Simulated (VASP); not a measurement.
# Li in VASP: settings compared, part 2 of 2

VASP 6.6.1. The steps go on from the part before.

## Step 3: Relaxation of cell and atoms, PBEsol-based global hybrid with 25 % exact exchange

This run uses another cell than the first one, of 21.61 Å³/atom.

POSCAR

```
Li
1.0
   -1.7546500000      1.7546500000      1.7546500000
    1.7546500000     -1.7546500000      1.7546500000
    1.7546500000      1.7546500000     -1.7546500000
Li
1
Direct
    0.0000000000      0.0000000000      0.0000000000
```

INCAR.step1

```
PREC = Accurate ; ENCUT = 750
EDIFF = 1E-5 ; ISMEAR = -1
SIGMA = 0.05 ; LREAL = F
LASPH = T ; NELM = 120
ALGO = Normal ; LWAVE = T
LCHARG = F ; GGA = PE
NBANDS = 8 ; GGA_COMPAT = F
IBRION = 2 ; ISIF = 3
EDIFFG = -0.005 ; NELMIN = 4
NSW = 100
```

INCAR.step2

```
PREC = Accurate ; ENCUT = 750
EDIFF = 1E-7 ; ISMEAR = -1
SIGMA = 0.05 ; LREAL = F
LASPH = T ; NELM = 120
ALGO = Normal ; ISIF = 3
LWAVE = F ; LCHARG = F
GGA = PS ; LHFCALC = T
AEXX = 0.25 ; PRECFOCK = Normal
IBRION = 2 ; NSW = 60
EDIFFG = -0.01 ; ISTART = 1
GGA_COMPAT = F ; NELMIN = 4
```

KPOINTS

```
regular mesh
0
Gamma
  6 6 6
```

Potentials or basis: VASP PAW PBE potentials, release 64 (Li_sv).

Launch:

```
cat potpaw_PBE.64/Li_sv/POTCAR > POTCAR
cp INCAR.step1 INCAR
mpirun -np 1 vasp_std > vasp.out
cp INCAR.step2 INCAR
mpirun -np 1 vasp_std > vasp.out
```

OUTCAR:

```text
PREC = Accurate
   ENCUT = 750
   EDIFF = 1E-7
   ISMEAR = -1
   LREAL = F
   LASPH = T
   NELM = 120
   ISIF = 3
   GGA = PS
   LHFCALC = T
   AEXX = 0.25
   PRECFOCK = Normal
   IBRION = 2
   NSW = 60
   EDIFFG = -0.01
   ISTART = 1
   NELMIN = 4

 ion  position               nearest neighbor table
   1  0.000  0.000  0.000-

  LATTYP: Found a body centered cubic cell.
 ALAT       =     3.5093000000

  Lattice vectors:

 A1 = (  -1.7546500000,   1.7546500000,   1.7546500000)
 A2 = (   1.7546500000,  -1.7546500000,   1.7546500000)
 A3 = (   1.7546500000,   1.7546500000,  -1.7546500000)

Analysis of symmetry for initial positions (statically):
=====================================================================
 Subroutine PRICEL returns:
 Original cell was already a primitive cell.

 Routine SETGRP: Setting up the symmetry group for a
 body centered cubic supercell.

 Subroutine GETGRP returns: Found 48 space group operations
 (whereof 48 operations were pure point group operations)
 out of a pool of 48 trial point group operations.

The static configuration has the point symmetry O_h .

Analysis of symmetry for dynamics (positions and initial velocities):
=====================================================================
 Subroutine PRICEL returns:
 Original cell was already a primitive cell.

 Routine SETGRP: Setting up the symmetry group for a
 body centered cubic supercell.

 Subroutine GETGRP returns: Found 48 space group operations
 (whereof 48 operations were pure point group operations)
 out of a pool of 48 trial point group operations.

The dynamic configuration has the point symmetry O_h .

 Subroutine INISYM returns: Found 48 space group operations
[... 96 lines left out ...]
   PSTRESS=    0.0 pullay stress
   NELECT =       3.0000    total number of electrons
   NUPDOWN=      -1.0000    fix difference up-down
   EMIN   =  10.00;   EMAX   =-10.00  energy-range for DOS
   EFERMI =   0.00;   METHOD = LEGACY
   ISMEAR =    -1;   SIGMA  =   0.05  broadening in eV -4-tet -1-fermi 0-gaus
   EFERMI_NEDOS =   21; number of points for ismear=-14 and -15
   IALGO  =     38    algorithm
   IMIX   =      1    mixing-type and parameters
     AMIX     =   0.40;   BMIX     =  1.00
     AMIX_MAG =   1.60;   BMIX_MAG =  1.00
  volume/ion in A,a.u.               =      21.61       145.82
  Fermi-wavevector in a.u.,A,eV,Ry     =   0.847692  1.601906  9.776898  0.718582
  Thomas-Fermi vector in A             =   1.963238
   LORBIT       =      0    0 simple, 1 ext, 2 COOP (PROOUT), +10 PAW based schemes
   GGA     = PS    functional components
   LHFCALC =     T    Hartree Fock is set to
   PRECFOCK=normal    Normal, Fast or Accurate (Low or Medium for compatibility)
   ENCUT4O =  -1.0   cutoff for four orbital integrals eV
   NKREDX  =     1    reduce k-point grid by
   NKREDY  =     1    reduce k-point grid by
   NKREDZ  =     1    reduce k-point grid by
   AEXX    =    0.2500 exact exchange contribution
   HFSCREEN=    0.0000 screening length (either q_TF or 0.3 A-1)
   HFSCREENC=   0.0000 screening length for correlation (either q_TF or 0.3 A-1)
   ENCUTFOCK=  -1.0 apply spherical cutoff to Coloumb kernel
   IVDW    =     0    specifies the selected vdW correction
   LEPSILON=     F    determine dielectric tensor
   LRPA    =     F    only Hartree local field effects (RPA)
 conjugate gradient relaxation of ions
 non-spin polarized calculation
  energy-cutoff  :      750.00
  volume of cell :       21.61
 maximum number of plane-waves:      1048
  NGX = 24; NGY = 24; NGZ = 24

--------------------------------------- Ionic step        1  -------------------------------------------

 number of electron       2.9999999 magnetization

 Free energy of the ion-electron system (eV)
  ---------------------------------------------------
  ext. energy  EPLUGINS =         0.00000000
  ---------------------------------------------------
  free energy    TOTEN  =        -2.12495144 eV

  energy without entropy =       -2.10972199  energy(sigma->0) =       -2.11733672

------------------------ aborting loop because EDIFF is reached ----------------------------------------

  FORCE on cell =-STRESS in cart. coord.  units (eV):
  Direction    XX          YY          ZZ          XY          YZ          ZX
  --------------------------------------------------------------------------------------
  -------------------------------------------------------------------------------------
  Total       -0.0689488     -0.0689488     -0.0689488     -0.0000000     -0.0000000      0.0000000
  in kB       -5.1121760     -5.1121760     -5.1121760     -0.0000000     -0.0000000      0.0000000
  external PRESSURE =      -5.1121760 kB  Pullay stress =       0.0000000 kB
[... 57 lines left out ...]
--------------------------------------- Ionic step        3  -------------------------------------------

 number of electron       3.0000004 magnetization

 Free energy of the ion-electron system (eV)
  ---------------------------------------------------
  ext. energy  EPLUGINS =         0.00000000
  ---------------------------------------------------
  free energy    TOTEN  =        -2.12635696 eV

  energy without entropy =       -2.11112748  energy(sigma->0) =       -2.11874222

 E-fermi :   0.6351     XC(G=0):  -5.5067

 val. band max:       -0.2227243056   @ k =   0.1667   0.1667   0.1667
 cond. band min:       0.6476386717   @ k =   0.3333   0.1667   0.0000
 fundamental gap:      0.8703629773
 Fermi energy:         0.6350727528

 k-point     1 :       0.0000    0.0000    0.0000
  band No.  band energies     occupation
      1     -49.6626      2.00000
      2      -4.2167      2.00000
      3      16.1603      0.00000
      4      16.1603      0.00000
      5      16.1603      0.00000
[... 146 lines left out ...]
  FREE ENERGIE OF THE ION-ELECTRON SYSTEM (eV)
  ---------------------------------------------------
  free  energy   TOTEN  =        -2.1263569633 eV

  energy  without entropy=       -2.1111274845  energy(sigma->0) =       -2.11874222

 reached required accuracy - stopping structural energy minimisation
```

OUTCAR.step1:

```text
PREC = Accurate
   ENCUT = 750
   EDIFF = 1E-5
   ISMEAR = -1
   LREAL = F
   LASPH = T
   NELM = 120
   GGA = PE
   IBRION = 2
   ISIF = 3
   EDIFFG = -0.005
   NELMIN = 4
   NSW = 100

[... 260 lines left out ...]
 Fermi energy:         0.6333681351

 k-point     1 :       0.0000    0.0000    0.0000
  band No.  band energies     occupation
      1     -45.9081      2.00000
      2      -2.9504      2.00000
      3      15.2009      0.00000
      4      15.2009      0.00000
      5      15.2009      0.00000
      6      19.9664      0.00000
      7      19.9664      0.00000
      8      19.9664      0.00000
[... 191 lines left out ...]
  FREE ENERGIE OF THE ION-ELECTRON SYSTEM (eV)
  ---------------------------------------------------
  free  energy   TOTEN  =        -1.8756271261 eV

  energy  without entropy=       -1.8602446754  energy(sigma->0) =       -1.86793590

 reached required accuracy - stopping structural energy minimisation
```

Wall time 8.8 min (1 thread of Intel Xeon 8259CL, shared host); peak memory 0.17 GiB.

What came out:

```
Free energy                           : -2.1264 eV
Relaxed volume                        : 20.76 Å³/atom
Relaxed cell                          : a = 2.999 Å, b = 2.999 Å, c = 2.999 Å, α = 109.47°, β = 109.47°, γ = 109.47°
Space group after relaxing (to 0.1 Å) : Im-3m (No. 229)
Energy gained by relaxing             : 1.4 meV/atom
Ionic steps                           : 3
Pressure after relaxing               : 0.0 GPa
Band gap on the k mesh                : zero (an odd number of electrons rules out a gap without spin polarisation)
```

The path:
| step | energy change (eV) | largest force (eV/Å) | pressure (GPa) | volume (Å³) |
| --- | --- | --- | --- | --- |
| 1 | 0.0000 | 0.0000 | -0.51 | 21.61 |
| 2 | -0.0006 | 0.0000 | -0.40 | 21.39 |
| 3 | -0.0014 | 0.0000 | 0.00 | 20.76 |

Final structure:
```cif
data_structure
_symmetry_space_group_name_H-M 'P 1'
_symmetry_Int_Tables_number 1
_cell_length_a 2.9987
_cell_length_b 2.9987
_cell_length_c 2.9987
_cell_angle_alpha 109.471
_cell_angle_beta 109.471
_cell_angle_gamma 109.471
_cell_volume 20.76
loop_
_atom_site_label
_atom_site_type_symbol
_atom_site_fract_x
_atom_site_fract_y
_atom_site_fract_z
_atom_site_occupancy
Li1 Li 0.00000 0.00000 0.00000 1
```

Levels at points of the mesh, in eV from the Fermi level:
| k point | band 1 | band 2 | band 3 | band 4 |
| --- | --- | --- | --- | --- |
| (0.00, 0.00, 0.00) | -50.30 | -4.85 | 15.53 | 15.53 |
| (0.50, 0.00, 0.00) | -50.28 | 0.59 | 3.73 | 11.26 |
| (0.50, 0.50, 0.50) | -50.27 | 6.34 | 6.34 | 6.34 |

Caveat: the k points lie up to 0.43 Å⁻¹ apart in the final cell, too coarse for converged energies and pressures of a metal; the PAW data sets were made with another functional, which shifts forces and pressure a little.

## Step 4: Single point, LAK (cell strained by +1.5% along z)

INCAR

```
SYSTEM = Li
ALGO = Normal
EDIFF = 1E-7
ENCUT = 1050
GGA_COMPAT = .False.
ISIF = 2
ISMEAR = 1
KPAR = 4
LASPH = .True.
LCHARG = .False.
LMIXTAU = .True.
LREAL = .False.
LWAVE = .False.
METAGGA = LAK
NBANDS = 20
NELM = 120
PREC = Accurate
SIGMA = 0.05
```

KPOINTS

```
Automatic mesh
0
Gamma
  17 17 17
  0 0 0
```

POSCAR

```
Li
1.0
   -1.7546500000      1.7546500000      1.7809697500
    1.7546500000     -1.7546500000      1.7809697500
    1.7546500000      1.7546500000     -1.7809697500
Li
1
Direct
    0.0000000000      0.0000000000      0.0000000000
```

Potentials or basis: VASP PAW PBE potentials, release 64 (Li_sv).

Launch:

```
cat potpaw_PBE.64/Li_sv/POTCAR > POTCAR
mpirun -np 4 vasp_std > vasp.out
```

OUTCAR:

```text
SYSTEM = Li
   EDIFF = 1E-7
   ENCUT = 1050
   ISIF = 2
   ISMEAR = 1
   LASPH = .True.
   LREAL = .False.
   METAGGA = LAK
   NELM = 120
   PREC = Accurate

 ion  position               nearest neighbor table
   1  0.000  0.000  0.000-

  LATTYP: Found a body centered tetragonal cell.
 ALAT       =     3.5093000000
 C/A-ratio  =     1.0150000000

  Lattice vectors:

 A1 = (  -1.7546500000,   1.7546500000,   1.7809697500)
 A2 = (   1.7546500000,  -1.7546500000,   1.7809697500)
 A3 = (   1.7546500000,   1.7546500000,  -1.7809697500)

Analysis of symmetry for initial positions (statically):
=====================================================================
 Subroutine PRICEL returns:
 Original cell was already a primitive cell.

 Routine SETGRP: Setting up the symmetry group for a
 body centered tetragonal supercell.

 Subroutine GETGRP returns: Found 16 space group operations
 (whereof 16 operations were pure point group operations)
 out of a pool of 16 trial point group operations.

The static configuration has the point symmetry D_4h.

Analysis of symmetry for dynamics (positions and initial velocities):
=====================================================================
 Subroutine PRICEL returns:
 Original cell was already a primitive cell.

 Routine SETGRP: Setting up the symmetry group for a
 body centered tetragonal supercell.

 Subroutine GETGRP returns: Found 16 space group operations
 (whereof 16 operations were pure point group operations)
 out of a pool of 16 trial point group operations.

The dynamic configuration has the point symmetry D_4h.

 Subroutine INISYM returns: Found 16 space group operations
 (whereof 16 operations are pure point group operations),
 and found     1 'primitive' translations

----------------------------------------------------------------------------------------

                                     Primitive cell

[... 118 lines left out ...]
   IVDW    =     0    specifies the selected vdW correction
   LEPSILON=     F    determine dielectric tensor
   LRPA    =     F    only Hartree local field effects (RPA)

   CSHIFT  =0.1000    complex shift for real part using Kramers Kronig

   OMEGAMAX=  -1.0    maximum frequency
 non-spin polarized calculation
 Methfessel and Paxton  Order N= 1 SIGMA  =   0.05
  energy-cutoff  :     1050.00
  volume of cell :       21.93
 maximum number of plane-waves:      1718
   NGX = 17   NGY = 17   NGZ = 17

 number of electron       3.0000002 magnetization

 Free energy of the ion-electron system (eV)
  ---------------------------------------------------
  ext. energy  EPLUGINS =         0.00000000
  ---------------------------------------------------
  free energy    TOTEN  =        -2.37166523 eV

  energy without entropy =       -2.37163357  energy(sigma->0) =       -2.37165468

 E-fermi :   0.4638     XC(G=0):  -7.4482

 val. band max:        0.4556145336   @ k =  -0.2353  -0.3529   0.1765
 cond. band min:       0.4677571627   @ k =   0.4706   0.1765   0.1176
 fundamental gap:      0.0121426290
 Fermi energy:         0.4638189930

 k-point     1 :       0.0000    0.0000    0.0000
  band No.  band energies     occupation
      1     -47.9813      2.00000
      2      -3.4306      2.00000
      3      16.5025      0.00000
      4      16.5843      0.00000
      5      16.5843      0.00000
      6      20.6312      0.00000
      7      20.6312      0.00000
      8      21.0109      0.00000
      9      21.9098      0.00000
     10      22.2580      0.00000
     11      22.3050      0.00000
     12      22.5554      0.00000
     13      22.5554      0.00000
[... 354 lines left out ...]
  band No.  band energies     occupation
      1     -47.9797      2.00000
      2      -3.2147      2.00000
      3      15.1706      0.00000
      4      15.4053      0.00000
      5      15.9496      0.00000
      6      19.0804      0.00000
      7      19.1739      0.00000
      8      20.8899      0.00000
      9      21.8952      0.00000
     10      22.5639      0.00000
     11      23.7017      0.00000
     12      25.8304      0.00000
     13      26.9258      0.00000

 [... further k-points ...]

 [bands above 13 left out]

------------------------ aborting loop because EDIFF is reached ----------------------------------------

  FORCE on cell =-STRESS in cart. coord.  units (eV):
  Direction    XX          YY          ZZ          XY          YZ          ZX
  --------------------------------------------------------------------------------------
  -------------------------------------------------------------------------------------
  Total       -0.0481137     -0.0481137     -0.0386494      0.0000000      0.0000000      0.0000000
  in kB       -3.5146478     -3.5146478     -2.8232899      0.0000000      0.0000000      0.0000000
  external PRESSURE =      -3.2841951 kB  Pullay stress =       0.0000000 kB

 VOLUME and BASIS-vectors are now :
 -----------------------------------------------------------------------------
  energy-cutoff  :     1050.00
  volume of cell :       21.93
      direct lattice vectors                 reciprocal lattice vectors
    -1.754650000  1.754650000  1.780969750     0.000000000  0.284957114  0.280745925
     1.754650000 -1.754650000  1.780969750     0.284957114  0.000000000  0.280745925
     1.754650000  1.754650000 -1.780969750     0.284957114  0.284957114  0.000000000

 POSITION                                       TOTAL-FORCE (eV/Angst)
 -----------------------------------------------------------------------------------
      0.00000      0.00000      0.00000         0.000000      0.000000     -0.000000
 -----------------------------------------------------------------------------------
    total drift:                                0.000000      0.000000      0.000000

  FREE ENERGIE OF THE ION-ELECTRON SYSTEM (eV)
  ---------------------------------------------------
  free  energy   TOTEN  =        -2.3716652286 eV

  energy  without entropy=       -2.3716335690  energy(sigma->0) =       -2.37165468
```

OSZICAR:

```text
N       E                     dE             d eps       ncg     rms          rms(c)
DAV:   1     0.683261308792E+01    0.68326E+01   -0.94243E+02 16200   0.166E+02
DAV:   2    -0.251614610332E+01   -0.93488E+01   -0.88967E+01 21296   0.508E+01
DAV:   3    -0.283215238992E+01   -0.31601E+00   -0.31446E+00 21208   0.723E+00
[... 32 lines left out ...]
DAV:  36    -0.237166590739E+01    0.27491E-06   -0.45603E-09 18132   0.276E-04    0.221E-04
DAV:  37    -0.237166553135E+01    0.37604E-06   -0.48118E-09 17024   0.287E-04    0.852E-05
DAV:  38    -0.237166537787E+01    0.15348E-06   -0.12793E-09 16052   0.145E-04    0.231E-05
DAV:  39    -0.237166526705E+01    0.11083E-06   -0.56863E-10 10208   0.999E-05    0.172E-05
DAV:  40    -0.237166522855E+01    0.38496E-07   -0.10523E-10  8684   0.434E-05
   1 F= -.23716652E+01 E0= -.23716547E+01  d E =-.316596E-04
```

stdout:

```text
POSCAR found type information on POSCAR Li
 POSCAR found :  1 types and       1 ions
 scaLAPACK will be used
 -----------------------------------------------------------------------------
|                                                                             |
|                                                                             |
|     You enforced a specific xc type in the INCAR file but a different       |
|     I HOPE YOU KNOW WHAT YOU ARE DOING!                                     |
|                                                                             |
 -----------------------------------------------------------------------------

 LDA part: xc-table for (None), standard interpolation
 POSCAR, INCAR and KPOINTS ok, starting setup
 FFT: planning ... GRIDC
 FFT: planning ... GRID_SOFT
 FFT: planning ... GRID
 WAVECAR not read
 entering main loop
```

Run time: 23 min. Hardware: 4 MPI ranks of AMD EPYC 7R43 (Zen 3), shared host; peak memory 0.4 GiB.

Results:

* Free energy: -2.3717 eV
* Pressure: -0.3 GPa
* Band gap on the k mesh: zero (an odd number of electrons rules out a gap without spin polarisation)

Caveat: the cell differs from its parent crystal (cell strained by +1.5% along z); the PAW data sets were made with another functional, which shifts forces and pressure a little.

## Step 5: The runs side by side

```csv
task,level,cell,k mesh,cutoff (eV),smearing,dipole correction,grid for exact exchange (PRECFOCK),share of exact exchange,tolerance level,purpose,gap on the mesh (eV),pressure (GPa)
single point,PBEsol-based global hybrid with 25 % exact exchange,"a = 3.012 Å, angles 109.5°, 1 atom",6 × 6 × 6,650,fermi-dirac 0.05 eV,no,Normal,0.25,-,-,none,-0.3
relaxation of cell and atoms,PBEsol-based global hybrid with 25 % exact exchange,"relaxed from a = 3.039 Å, angles 109.5°, 1 atom",6 × 6 × 6,750,fermi-dirac 0.05 eV,no,Normal,0.25,-,-,none,0.0
single point,LAK,"a = 3.054 Å, angles 109.9, 109.9, 108.7°, 1 atom",17 × 17 × 17,1050,methfessel-paxton 0.05 eV,-,-,-,tight,energy,none,-0.3
```

Alike in all rows: potentials or basis VASP PAW PBE potentials, release 64 (Li_sv); no spin polarisation.

Caveats: some runs use coarse meshes; the PAW data sets were made with another functional, which shifts forces and pressure a little.

Absolute energies hang on the potentials; compare differences alone.

The gap in the log of VASP goes by the Fermi energy; the results here count the filled bands.